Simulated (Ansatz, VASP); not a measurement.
## Cu: VASP beside Ansatz

INCAR

```
SYSTEM = Cu
PREC     = Accurate       ! precision mode
ENCUT    = 520            ! plane-wave cutoff, eV
EDIFF    = 1E-7           ! SCF threshold, eV
ISMEAR   = 0              ! smearing method
SIGMA    = 0.15           ! smearing width, eV
LREAL    = .False.        ! projectors in reciprocal space
LASPH    = .True.         ! aspherical terms in the spheres
NELM     = 80             ! most SCF steps
ALGO     = Fast           ! electronic algorithm
ISIF     = 2              ! what is computed and relaxed
LWAVE    = .False.        ! write WAVECAR
LCHARG   = .False.        ! write CHGCAR
GGA      = PS             ! functional
NBANDS   = 18             ! bands
```

Contents of KPOINTS:

```
regular mesh
0
Gamma
  24 24 12
  0 0 0
```

POSCAR

```
Cu
1.0
    2.5340966698      0.0000000000      0.0000000000
   -1.2670483349      2.2384839335      0.0000000000
    0.0000000000      0.0000000000      4.1125710000
Cu
2
Direct
    0.3333333333      0.6666666667      0.2500000000
    0.6666666667      0.3333333333      0.7500000000
```

Input for Ansatz:

```yaml
crystal:
  lattice:
    - [2.5340966698, 0.0, 0.0]
    - [-1.2670483349, 2.2384839335, 0.0]
    - [0.0, 0.0, 4.112571]
  atoms:
    - { symbol: Cu, position: [0.3333333333, 0.6666666667, 0.25] }
    - { symbol: Cu, position: [0.6666666667, 0.3333333333, 0.75] }
basis:
  ecutwfc: 420
kpoints:
  mp_grid: { grid: [24, 24, 12] }
hamiltonian:
  xc: pbesol
scf:
  occupations: { method: gaussian, width: 0.15 }
output:
  forces: true
  stress: true
  eigenvalues: true
```

Change from the starting cell: strain +0.0200 x Voigt [0, 1, 0, 0, 0, 0], atoms carried along.

Alike in both runs: task single point; functional PBEsol; k mesh 24 × 24 × 12; occupations gaussian, width 0.15 eV; no spin polarisation.

```csv
,VASP,Ansatz
version,VASP 6.6.1,Ansatz 0.2.0
potentials or method,"VASP PAW PBE potentials, release 64 (Cu), cutoff 520 eV","scalar-relativistic, plane waves, PAW"
valence electrons in the cell,22,38
```

```csv
,VASP,Ansatz,Ansatz less VASP
gap on the k mesh at the Fermi level (eV),none,none,-
pressure (GPa),-3.7,-4.5,-0.77
"traceless stress, the component that is largest in VASP (GPa)",-2.48,-2.48,+0.004
rms of the force components (eV/Å),0.022,0.022,+0.0003
```

VASP's potentials were made for PBE, not for PBEsol. Atom by atom the forces differ by 0.000 eV/Å (rms over components). A gap of «none» marks a metal or a gap that the smearing closes. With one functional, cell and mesh, what is left measures potentials, basis and numerics. VASP's potentials hold 22 valence electrons a cell and Ansatz's 38, so a difference there can come from the potentials and not from the codes.
